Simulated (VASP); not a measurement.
# Sb2MoC3 (P6/mmm) in VASP: a series of runs, part 2 of 2

VASP 6.6.1. The steps go on from the part before.

### Step 3. Single point, PBE, collinear spin

This run uses another cell than the first one, of 15.15 Å³/atom.

INCAR

```
ALGO     = Normal         # electronic algorithm
EDIFF    = 1E-6           # SCF threshold, eV
ENCUT    = 520            # plane-wave cutoff, eV
GGA      = PE             # functional
ISIF     = 2              # what is computed and relaxed
ISMEAR   = 0              # smearing method
ISPIN    = 2              # spin polarisation
LASPH    = T              # aspherical terms in the spheres
LCHARG   = T              # write CHGCAR
LELF     = T              # ELF
LMAXMIX  = 4              # l up to which the mixer works
LORBIT   = 11             # projections on sites
LREAL    = F              # projectors in reciprocal space
LVHAR    = T            
LWAVE    = F              # write WAVECAR
MAGMOM   = 0 0 2.55 -0.14 -0.14 -0.14 # initial moments
NBANDS   = 31             # bands
NELM     = 150            # most SCF steps
PREC     = Accurate       # precision mode
SIGMA    = 0.1            # smearing width, eV
```

KPOINTS

```
k-points
0
Gamma
  6 6 12
```

POSCAR

```
Sb2MoC3
1.0
    5.8593775984      0.0000000000      0.0000000000
   -2.9296887992      5.0743698505      0.0000000000
    0.0000000000      0.0000000000      3.0564377865
Sb Mo C
2 1 3
Direct
    0.3333333333      0.6666666667      0.0000000000
    0.6666666667      0.3333333333      0.0000000000
    0.0000000000      0.0000000000      0.0000000000
    0.5000000000      0.0000000000      0.5000000000
    0.5000000000      0.5000000000      0.5000000000
    0.0000000000      0.5000000000      0.5000000000
```

Potentials or basis: VASP PAW PBE potentials, release 64 (Sb, Mo_sv, C).

On the command line:

```console
$ cat potpaw_PBE.64/Sb/POTCAR potpaw_PBE.64/Mo_sv/POTCAR potpaw_PBE.64/C/POTCAR > POTCAR
$ mpirun -np 1 vasp_std > vasp.out
```

OUTCAR:

```text
EDIFF = 1E-6
   ENCUT = 520
   GGA = PE
   ISIF = 2
   ISMEAR = 0
   ISPIN = 2
   LASPH = T
   LORBIT = 11
   LREAL = F
   NELM = 150
   PREC = Accurate

 ion  position               nearest neighbor table
   1  0.333  0.667  0.000-   4 2.28   4 2.28   6 2.28   6 2.28   5 2.28   5 2.28   2 3.38   3 3.38
                             2 3.38   3 3.38   3 3.38   2 3.38
   2  0.667  0.333  0.000-   4 2.28   4 2.28   6 2.28   6 2.28   5 2.28   5 2.28   1 3.38   3 3.38
                             1 3.38   3 3.38   3 3.38   1 3.38
   3  0.000  0.000  0.000-   1 3.38   2 3.38   1 3.38   2 3.38   2 3.38   1 3.38
   4  0.500  0.000  0.500-   1 2.28   2 2.28   1 2.28   2 2.28
[... 1832 lines left out ...]
     -0.00000      3.38291      0.00000         0.000000      0.000000      0.000000
      2.92969      1.69146      0.00000        -0.000000      0.000000      0.000000
      0.00000      0.00000      0.00000         0.000000      0.000000      0.000000
      2.92969      0.00000      1.52822         0.000000      0.000000      0.000000
      1.46484      2.53718      1.52822         0.000000      0.000000      0.000000
     -1.46484      2.53718      1.52822         0.000000      0.000000      0.000000
 -----------------------------------------------------------------------------------
    total drift:                                0.000000     -0.000000     -0.000000

  FREE ENERGIE OF THE ION-ELECTRON SYSTEM (eV)
  ---------------------------------------------------
  free  energy   TOTEN  =       -32.2665558607 eV

  energy  without entropy=      -32.2555349501  energy(sigma->0) =      -32.26104541

 total charge

# of ion       s       p       d       tot
------------------------------------------
    1        1.108   1.107   0.164   2.379
    2        1.108   1.107   0.164   2.379
    3        2.209   6.015   3.798  12.022
    4        0.941   1.324   0.000   2.265
    5        0.941   1.324   0.000   2.265
    6        0.941   1.324   0.000   2.265
--------------------------------------------------
tot          7.248  12.203   4.126  23.578

 magnetization (x)

# of ion       s       p       d       tot
------------------------------------------
    1        0.001  -0.010   0.004  -0.005
    2        0.001  -0.010   0.004  -0.005
    3        0.062   0.025   2.250   2.337
    4       -0.002  -0.087   0.000  -0.088
    5       -0.002  -0.087   0.000  -0.088
    6       -0.002  -0.087   0.000  -0.088
--------------------------------------------------
tot          0.057  -0.255   2.259   2.061
```

OSZICAR:

```text
N       E                     dE             d eps       ncg     rms          rms(c)
DAV:   1     0.213540015046E+03    0.21354E+03   -0.15669E+04  6204   0.104E+03
DAV:   2    -0.256426154070E+02   -0.23918E+03   -0.22771E+03  7642   0.257E+02
DAV:   3    -0.390640517203E+02   -0.13421E+02   -0.13019E+02  7486   0.567E+01
DAV:   4    -0.393032263095E+02   -0.23917E+00   -0.23841E+00  7130   0.846E+00
DAV:   5    -0.393072076881E+02   -0.39814E-02   -0.39796E-02  7531   0.112E+00    0.196E+01
DAV:   6    -0.542570714826E+02   -0.14950E+02   -0.13187E+02  7076   0.300E+01    0.418E+01
DAV:   7    -0.318664999085E+02    0.22391E+02   -0.27989E+01  6772   0.317E+01    0.871E+00
DAV:   8    -0.321337024867E+02   -0.26720E+00   -0.25252E+00  7060   0.639E+00    0.382E+00
DAV:   9    -0.321891185307E+02   -0.55416E-01   -0.22658E-01  6699   0.183E+00    0.287E+00
DAV:  10    -0.322353071522E+02   -0.46189E-01   -0.10058E-01  7193   0.109E+00    0.108E+00
DAV:  11    -0.322605865960E+02   -0.25279E-01   -0.52350E-02  7883   0.774E-01    0.380E-01
DAV:  12    -0.322644113608E+02   -0.38248E-02   -0.19071E-02  6874   0.474E-01    0.313E-01
DAV:  13    -0.322661211601E+02   -0.17098E-02   -0.47597E-03  7746   0.239E-01    0.146E-01
DAV:  14    -0.322664735360E+02   -0.35238E-03   -0.10366E-03  7236   0.104E-01    0.599E-02
DAV:  15    -0.322665536289E+02   -0.80093E-04   -0.36459E-04  7755   0.677E-02    0.302E-02
DAV:  16    -0.322665550927E+02   -0.14638E-05   -0.32594E-05  7120   0.232E-02    0.136E-02
DAV:  17    -0.322665558607E+02   -0.76803E-06   -0.20706E-06  5714   0.710E-03
   1 F= -.32266556E+02 E0= -.32261045E+02  d E =-.110209E-01  mag=     2.2978
```

Wall time 1.9 min (1 thread of Intel Xeon 6975P-C (Granite Rapids), shared host); peak memory 0.4 GiB.

Results:

```yaml
Free_energy: -32.2666 eV
Pressure: 0.1 GPa
Net_moment: 2.30 μB per cell
Site_moments: Sb -0.01; Mo +2.34; C -0.09 μB
Valence_electrons_inside_the_program's_atomic_spheres: Sb 2.38; Mo 12.02; C 2.27
```

Stress tensor (GPa, compression positive):
```
0.08 0.00 0.00
0.00 0.08 0.00
0.00 0.00 0.16
```
